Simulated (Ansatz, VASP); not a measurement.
# Two plane-wave programs on Ba2CeSnO6

```
Ba Ce O Sn
1.0
     0.00000    4.32309    4.32309
     4.32309    0.00000    4.32309
     4.32309    4.32309    0.00000
Ba Ce O Sn
2 1 6 1
Direct
  0.25000 0.25000 0.25000
  0.75000 0.75000 0.75000
  0.00000 0.00000 0.00000
  0.74192 0.25808 0.25808
  0.25808 0.74192 0.74192
  0.25808 0.74192 0.25808
  0.74192 0.25808 0.74192
  0.25808 0.25808 0.74192
  0.74192 0.74192 0.25808
  0.50000 0.50000 0.50000
```

Alike in both runs: functional PBE; k mesh 4 × 4 × 4; occupations gaussian, width 0.02 eV; no spin polarisation; Hubbard terms Ce f U = 5.0 eV.

Ansatz relaxed the structure, and its values are those at the end. VASP's run is a single point on that final structure, the one shown.

|  | VASP | Ansatz |
| --- | --- | --- |
| version | VASP 6.6.1 | Ansatz 0.2.0 |
| potentials or method | VASP PAW PBE potentials, release 64 (Ba_sv, Ce, O, Sn_d), cutoff 520 eV | scalar-relativistic, plane waves, PAW |
| valence electrons in the cell | 82 | 82 |

|  | VASP | Ansatz | Ansatz less VASP |
| --- | --- | --- | --- |
| gap on the k mesh at the Fermi level (eV) | 2.81 | 2.69 | -0.121 |
| least direct gap on the mesh (eV) | 3.02 | 2.89 | -0.127 |
| pressure (GPa) | 1.8 | 0.0 | -1.84 |
| rms of the force components (eV/Å) | 0.090 | 0.000 | -0.0902 |

The programs project onto different local orbitals, so the same U acts differently, and such runs can settle in different states.

Neither program's run includes spin-orbit coupling.
